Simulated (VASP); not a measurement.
# As (R-3m) in VASP: a series of runs

As is run at these levels: PBE; tasks: single point.

Program: VASP 6.6.1. These are calculated values, not measurements. Logs are shortened: lines on timing, memory, paths and dates and some standing lists are left out, and cuts for length are marked.

### 1 The cell of the first run

Symmetry: R-3m, No. 166, trigonal system. Conventional cell: a = 3.795 Å, b = 3.795 Å, c = 10.262 Å, α = 90.00°, β = 90.00°, γ = 120.00°. As (site symmetry 3m) has 6 As at 2.54 to 3.06 Å within 3.4 Å.

### 2 Single point, PBE

File INCAR:

```
SYSTEM = As
PREC = Accurate
ENCUT = 520
EDIFF = 1E-6
ISMEAR = 0
SIGMA = 0.05
LREAL = .FALSE.
LASPH = .TRUE.
NELM = 100
ALGO = Normal
ISIF = 2
LWAVE = .FALSE.
LCHARG = .FALSE.
GGA = PE
NBANDS = 12
```

File KPOINTS:

```
Automatic mesh
0
G
  12 12 12
  0 0 0
```

File POSCAR:

```
As
1.0
    1.8975513125      1.0955517611      3.4206715363
   -1.8975513125      1.0955517611      3.4206715363
    0.0000000000     -2.1911035222      3.4206715363
As
2
Direct
    0.2293388291      0.2293388291      0.2293388291
    0.7706611709      0.7706611709      0.7706611709
```

Potentials or basis: VASP PAW PBE potentials, release 64 (As).

Launch:

```sh
$ cat potpaw_PBE.64/As/POTCAR > POTCAR
$ mpirun -np 1 vasp_std > vasp.out
```

OUTCAR:

```text
SYSTEM = As
   PREC = Accurate
   ENCUT = 520
   EDIFF = 1E-6
   ISMEAR = 0
   LREAL = .FALSE.
   LASPH = .TRUE.
   NELM = 100
   ISIF = 2
   GGA = PE

 ion  position               nearest neighbor table
   1  0.229  0.229  0.229-   2 2.54   2 2.54   2 2.54
   2  0.771  0.771  0.771-   1 2.54   1 2.54   1 2.54

  LATTYP: Found a trigonal (rhomboedric) cell.
 ALAT       =     4.0622565655
 COS(alpha) =     0.5636023990

  Lattice vectors:

 A1 = (   1.8975513125,   1.0955517611,   3.4206715363)
 A2 = (  -1.8975513125,   1.0955517611,   3.4206715363)
 A3 = (   0.0000000000,  -2.1911035222,   3.4206715363)

Analysis of symmetry for initial positions (statically):
=====================================================================
 Subroutine PRICEL returns:
 Original cell was already a primitive cell.

 Routine SETGRP: Setting up the symmetry group for a
 trigonal (rhombohedral) supercell.

 Subroutine GETGRP returns: Found 12 space group operations
 (whereof 12 operations were pure point group operations)
 out of a pool of 12 trial point group operations.

The static configuration has the point symmetry D_3d.

Analysis of symmetry for dynamics (positions and initial velocities):
=====================================================================
 Subroutine PRICEL returns:
 Original cell was already a primitive cell.

 Routine SETGRP: Setting up the symmetry group for a
 trigonal (rhombohedral) supercell.

 Subroutine GETGRP returns: Found 12 space group operations
 (whereof 12 operations were pure point group operations)
 out of a pool of 12 trial point group operations.

The dynamic configuration has the point symmetry D_3d.

 Subroutine INISYM returns: Found 12 space group operations
 (whereof 12 operations are pure point group operations),
 and found     1 'primitive' translations

----------------------------------------------------------------------------------------

                                     Primitive cell

  volume of cell :      42.6667

  direct lattice vectors                    reciprocal lattice vectors
     1.897551313  1.095551761  3.420671536     0.263497486  0.152130344  0.097446753
    -1.897551313  1.095551761  3.420671536    -0.263497486  0.152130344  0.097446753
     0.000000000 -2.191103522  3.420671536     0.000000000 -0.304260689  0.097446753

  length of vectors
     4.062256566  4.062256566  4.062256566     0.319484642  0.319484642  0.319484642

  position of ions in fractional coordinates (direct lattice)
     0.229338829  0.229338829  0.229338829
     0.770661171  0.770661171  0.770661171

  ion indices of the primitive-cell ions
   primitive index   ion index
                 1           1
                 2           2

----------------------------------------------------------------------------------------

 KPOINTS: Automatic mesh

Automatic generation of k-mesh.
 Grid dimensions read from file:
 generate k-points for:   12   12   12

 Generating k-lattice:

  Cartesian coordinates                     Fractional coordinates (reciprocal lattice)
     0.021958124  0.012677529  0.008120563     0.083333333  0.000000000  0.000000000
    -0.021958124  0.012677529  0.008120563     0.000000000  0.083333333  0.000000000
     0.000000000 -0.025355057  0.008120563     0.000000000  0.000000000  0.083333333

  Length of vectors
     0.026623720  0.026623720  0.026623720

  Shift w.r.t. Gamma in fractional coordinates (k-lattice)
     0.000000000  0.000000000  0.000000000

 Subroutine IBZKPT returns following result:
 ===========================================

 Found    189 irreducible k-points:

 Following reciprocal coordinates:
            Coordinates               Weight
  0.000000  0.000000  0.000000      1.000000
  0.083333  0.000000  0.000000      6.000000
  0.166667 -0.000000  0.000000      6.000000
  0.250000  0.000000  0.000000      6.000000
  0.333333  0.000000  0.000000      6.000000
  0.416667  0.000000  0.000000      6.000000
[... 16 lines left out ...]
  0.500000  0.166667  0.000000     12.000000
 -0.416667  0.166667 -0.000000     12.000000
 [... further k-points ...]
   k-points           NKPTS =    189   k-points in BZ     NKDIM =    189   number of bands    NBANDS=     12
   number of dos      NEDOS =    301   number of ions     NIONS =      2
   total plane-waves  NPLWV =  27000
   dimension x,y,z NGX =    30 NGY =   30 NGZ =   30
   dimension x,y,z NGXF=    60 NGYF=   60 NGZF=   60
   ions per type =               2
   NGX,Y,Z   is equivalent  to a cutoff of  12.28, 12.28, 12.28 a.u.
   NGXF,Y,Z  is equivalent  to a cutoff of  24.55, 24.55, 24.55 a.u.
 SYSTEM =  As
   PREC   = accura    normal or accurate (medium, high low for compatibility)
   ISTART =      0    job   : 0-new  1-cont  2-samecut
   ICHARG =      2    charge: 1-file 2-atom 10-const
   ISPIN  =      1    spin polarized calculation?
   LNONCOLLINEAR =      F non collinear calculations
   LSORBIT =      F    spin-orbit coupling
   LASPH  =      T    aspherical Exc in radial PAW
   ENCUT  =  520.0 eV  38.22 Ry    6.18 a.u.   7.55  7.55  7.55*2*pi/ulx,y,z
   NELM   =    100;   NELMIN=  2; NELMDL= -5     # of ELM steps
   EDIFF  = 0.1E-05   stopping-criterion for ELM
   LREAL  =      F    real-space projection
   EDIFFG = 0.1E-04   stopping-criterion for IOM
   NSW    =      0    number of steps for IOM
   IBRION =     -1    ionic relax: 0-MD 1-quasi-New 2-CG
   NFREE  =      0    steps in history (QN), initial steepest desc. (CG)
   ISIF   =      2    stress and relaxation
   ISYM   =      2    0-nonsym 1-usesym 2-fastsym
   POTIM  = 0.5000    time-step for ionic-motion
   TEBEG  =    0.0;   TEEND  =   0.0 temperature during run
   PSTRESS=    0.0 pullay stress
   NELECT =      10.0000    total number of electrons
   NUPDOWN=      -1.0000    fix difference up-down
   EMIN   =  10.00;   EMAX   =-10.00  energy-range for DOS
   EFERMI =   0.00;   METHOD = LEGACY
   ISMEAR =     0;   SIGMA  =   0.05  broadening in eV -4-tet -1-fermi 0-gaus
   EFERMI_NEDOS =   21; number of points for ismear=-14 and -15
   IALGO  =     38    algorithm
   IMIX   =      4    mixing-type and parameters
     AMIX     =   0.40;   BMIX     =  1.00
     AMIX_MAG =   1.60;   BMIX_MAG =  1.00
  volume/ion in A,a.u.               =      21.33       143.96
  Fermi-wavevector in a.u.,A,eV,Ry     =   1.009358  1.907410 13.861659  1.018803
  Thomas-Fermi vector in A             =   2.142281
   LORBIT       =      0    0 simple, 1 ext, 2 COOP (PROOUT), +10 PAW based schemes
   GGA     = PE    functional components
   LHFCALC =     F    Hartree Fock is set to
   AEXX    =    0.0000 exact exchange contribution
   IVDW    =     0    specifies the selected vdW correction
   LEPSILON=     F    determine dielectric tensor
   LRPA    =     F    only Hartree local field effects (RPA)
 non-spin polarized calculation
 Gauss-broadening in eV      SIGMA  =   0.05
  energy-cutoff  :      520.00
  volume of cell :       42.67
 maximum number of plane-waves:      1165
   NGX = 15   NGY = 15   NGZ = 15

 number of electron      10.0000000 magnetization

 Free energy of the ion-electron system (eV)
  ---------------------------------------------------
  ext. energy  EPLUGINS =         0.00000000
  ---------------------------------------------------
  free energy    TOTEN  =        -9.32691027 eV

  energy without entropy =       -9.32672043  energy(sigma->0) =       -9.32681535

 E-fermi :   5.4926     XC(G=0): -10.0306

 val. band max:        5.4838397725   @ k =   0.4167   0.0833   0.0833
 cond. band min:       5.5506300711   @ k =   0.3333   0.1667   0.1667
 fundamental gap:      0.0667902986
 Fermi energy:         5.4925901304

 k-point     1 :       0.0000    0.0000    0.0000
  band No.  band energies     occupation
      1      -9.4598      2.00000
      2      -0.1814      2.00000
      3       3.1400      2.00000
      4       3.4939      2.00000
      5       3.4939      2.00000
      6       7.5068      0.00000
      7       8.5692      0.00000
      8       8.5692      0.00000
      9      12.1231      0.00000
     10      12.1231      0.00000
     11      12.5173      0.00000
     12      14.0954      0.00000

 k-point     2 :       0.0833    0.0000    0.0000
  band No.  band energies     occupation
      1      -9.3673      2.00000
      2      -0.5446      2.00000
      3       3.1705      2.00000
      4       3.4423      2.00000
      5       3.5359      2.00000
      6       7.6076      0.00000
      7       8.3570      0.00000
      8       8.4384      0.00000
      9      11.6033      0.00000
     10      12.0458      0.00000
     11      12.1219      0.00000
     12      14.7349      0.00000

 k-point     3 :       0.1667   -0.0000    0.0000
  band No.  band energies     occupation
      1      -9.0913      2.00000
      2      -1.4455      2.00000
      3       3.0891      2.00000
      4       3.3130      2.00000
      5       3.7925      2.00000
      6       7.4685      0.00000
      7       7.9388      0.00000
      8       8.0404      0.00000
      9      11.2070      0.00000
     10      11.9133      0.00000
     11      12.3066      0.00000
     12      16.1372      0.00000

 k-point     4 :       0.2500    0.0000    0.0000
  band No.  band energies     occupation
      1      -8.6365      2.00000
      2      -2.5958      2.00000
      3       2.9997      2.00000
      4       3.1599      2.00000
      5       4.1265      2.00000
      6       6.8838      0.00000
      7       7.3307      0.00000
      8       7.5029      0.00000
      9      11.6728      0.00000
     10      12.2906      0.00000
     11      13.1206      0.00000
     12      17.8050      0.00000

 k-point     5 :       0.3333    0.0000    0.0000
  band No.  band energies     occupation
      1      -8.0144      2.00000
      2      -3.8053      2.00000
      3       2.9853      2.00000
      4       3.0291      2.00000
      5       4.4584      2.00000
      6       6.2515      0.00000
      7       6.6072      0.00000
      8       7.0122      0.00000
      9      12.4897      0.00000
     10      13.4428      0.00000
     11      14.3623      0.00000
     12      18.0657      0.00000
[... 228 lines left out ...]
      1      -8.2089      2.00000
      2      -3.0361      2.00000
      3       1.7149      2.00000
      4       2.2137      2.00000
      5       3.7874      2.00000
      6       7.4346      0.00000
      7       8.3389      0.00000
      8       8.7349      0.00000
      9      10.4804      0.00000
     10      14.2381      0.00000
     11      15.0289      0.00000
     12      16.6741      0.00000

 k-point    22 :       0.4167    0.1667    0.0000
  band No.  band energies     occupation
      1      -7.5695      2.00000
      2      -4.0704      2.00000
      3       1.4650      2.00000
      4       2.1203      2.00000
      5       3.5139      2.00000
      6       7.6252      0.00000
      7       7.9165      0.00000
      8       8.5445      0.00000
      9      11.1407      0.00000
     10      15.1508      0.00000
     11      16.4501      0.00000
     12      16.8480      0.00000

 k-point    23 :       0.5000    0.1667    0.0000
  band No.  band energies     occupation
      1      -6.8242      2.00000
      2      -5.0765      2.00000
      3       1.1898      2.00000
      4       2.3067      2.00000
      5       3.4597      2.00000
      6       7.2424      0.00000
      7       7.3771      0.00000
      8       8.7560      0.00000
      9      12.4824      0.00000
     10      15.2199      0.00000
     11      16.2640      0.00000
     12      17.1317      0.00000

 k-point    24 :      -0.4167    0.1667   -0.0000
  band No.  band energies     occupation
      1      -6.4784      2.00000
      2      -5.4939      2.00000
      3       1.0225      2.00000
      4       2.6853      2.00000
      5       3.5892      2.00000
      6       6.6841      0.00000
      7       6.9803      0.00000
      8       9.0564      0.00000
      9      13.5153      0.00000
     10      14.4423      0.00000
     11      15.2518      0.00000
     12      17.8412      0.00000

 [... further k-points ...]
[... 5 lines left out ...]
  --------------------------------------------------------------------------------------
  -------------------------------------------------------------------------------------
  Total        0.6731743      0.6731743      0.6398118      0.0000000      0.0000000      0.0000000
  in kB       25.2783684     25.2783684     24.0255756      0.0000000      0.0000000      0.0000000
  external PRESSURE =      24.8607708 kB  Pullay stress =       0.0000000 kB

 VOLUME and BASIS-vectors are now :
 -----------------------------------------------------------------------------
  energy-cutoff  :      520.00
  volume of cell :       42.67
      direct lattice vectors                 reciprocal lattice vectors
     1.897551313  1.095551761  3.420671536     0.263497486  0.152130344  0.097446753
    -1.897551313  1.095551761  3.420671536    -0.263497486  0.152130344  0.097446753
     0.000000000 -2.191103522  3.420671536     0.000000000 -0.304260689  0.097446753

 POSITION                                       TOTAL-FORCE (eV/Angst)
 -----------------------------------------------------------------------------------
      0.00000      0.00000      2.35348         0.000000     -0.000000      0.044891
      0.00000      0.00000      7.90854         0.000000      0.000000     -0.044891
 -----------------------------------------------------------------------------------
    total drift:                               -0.000000      0.000000     -0.000000

  FREE ENERGIE OF THE ION-ELECTRON SYSTEM (eV)
  ---------------------------------------------------
  free  energy   TOTEN  =        -9.3269102662 eV

  energy  without entropy=       -9.3267204259  energy(sigma->0) =       -9.32681535
```

Run time: 38 s. Hardware: 1 thread of Intel Xeon 6975P-C (Granite Rapids), shared host; peak memory 0.22 GiB.

Results:

| Item | Value |
| --- | --- |
| Free energy | -9.3269 eV |
| Pressure | 2.5 GPa |
| Largest force | 0.045 eV/Å |
| Band gap on the k mesh | zero (band 5 reaches 5.55 eV, above the bottom of band 6 at 5.22 eV) |

Forces in eV/Å, atoms in the order of the input:
```
As   0.000  0.000  0.045
As   0.000  0.000 -0.045
```

### 3 Single point, PBE

File INCAR:

```
SYSTEM = As
PREC = Accurate
ENCUT = 600
EDIFF = 1E-6
ISMEAR = 0
SIGMA = 0.05
LREAL = .FALSE.
LASPH = .TRUE.
NELM = 120
ALGO = Normal
ISIF = 2
LWAVE = .FALSE.
LCHARG = .FALSE.
GGA = PE
NBANDS = 22
GGA_COMPAT = .FALSE.
```

KPOINTS is that of step 2.

POSCAR is that of step 2.

Potentials or basis: VASP PAW PBE potentials, release 64 (As_d).

Launch:

```sh
$ cat potpaw_PBE.64/As_d/POTCAR > POTCAR
$ mpirun -np 1 vasp_std > vasp.out
```

It took 66 s on 1 thread of Intel Xeon 6975P-C (Granite Rapids), shared host; peak memory 0.3 GiB.

Results (log left out):

```
Free energy            : -9.3425 eV
Pressure               : 2.3 GPa
Largest force          : 0.009 eV/Å
Band gap on the k mesh : zero (band 15 reaches 3.87 eV, above the bottom of band 16 at 3.54 eV)
```

Forces on the atoms (eV/Å):
```
As   0.000  0.000  0.009
As   0.000  0.000 -0.009
```

Levels at points of the mesh, in eV from the Fermi level:
```tsv
k point	band 13	band 14	band 15	band 16	band 17	band 18
(0.00, 0.00, 0.00)	-2.35	-2.00	-2.00	2.02	3.08	3.08
(0.50, 0.00, 0.00)	-2.57	-2.44	-0.28	-0.27	0.33	1.07
(0.50, 0.50, 0.00)	-6.12	-4.22	-4.14	1.67	5.59	6.73
(0.50, 0.50, 0.50)	-1.67	-1.67	-0.62	0.53	0.53	1.64
```
